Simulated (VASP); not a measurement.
Set up this calculation in VASP 6.6.1, as the native input.

```yaml
Task: single point
Functional: PBEsol
Potentials_or_basis: VASP PAW PBE potentials, release 64 (Pb_d, S)
Cutoff: 520 eV
k_mesh: 6 × 6 × 4
Occupations: fermi-dirac, width 0.02 eV
Spin: no spin polarisation
Dipole_correction: no
Further_INCAR_settings: ALGO = Normal; EDIFF = 1e-06; NBANDS = 28
```

The structure of PbS lies in POSCAR:

```
PbS
1.0
    2.0739421303     -3.5953002699      0.0000000000
    2.0739421303      3.5953002699      0.0000000000
    0.0000000000      0.0000000000      7.6224264556
Pb S
2 2
Direct
    0.0010316600      0.9989683400      0.4867318100
    0.9989683400      0.0010316600      0.9867318100
    0.6671454800      0.3328545200      0.6924681900
    0.3328545200      0.6671454800      0.1924681900
```

These files were run (other wordings do the same):

INCAR

```
PREC = Accurate
ENCUT = 520
EDIFF = 1E-6
ISMEAR = -1
SIGMA = 0.02
LREAL = F
LASPH = T
NELM = 100
ALGO = Normal
ISIF = 2
LWAVE = F
LCHARG = T
GGA = PS
LELF = T
LVHAR = T
NBANDS = 28
```

KPOINTS

```
Automatic mesh
0
Gamma
  6 6 4
```

Potentials or basis: VASP PAW PBE potentials, release 64 (Pb_d, S).

Run with:

```bash
$ cat potpaw_PBE.64/Pb_d/POTCAR potpaw_PBE.64/S/POTCAR > POTCAR
$ mpirun -np 1 vasp_std > vasp.out
```

Results of the run:

The pressure is -2.9 GPa and the largest force is 0.085 eV/Å. The band gap on the k mesh is 0.46 eV, indirect (least direct gap 1.14 eV).

Caveat: the PAW data sets were made with another functional, which shifts forces and pressure a little; spin-orbit coupling is left out, which moves the levels of the heavy elements.

It took 85 s on 1 thread of Intel Xeon 6975P-C, with other jobs on the host, peak memory 0.29 GiB.
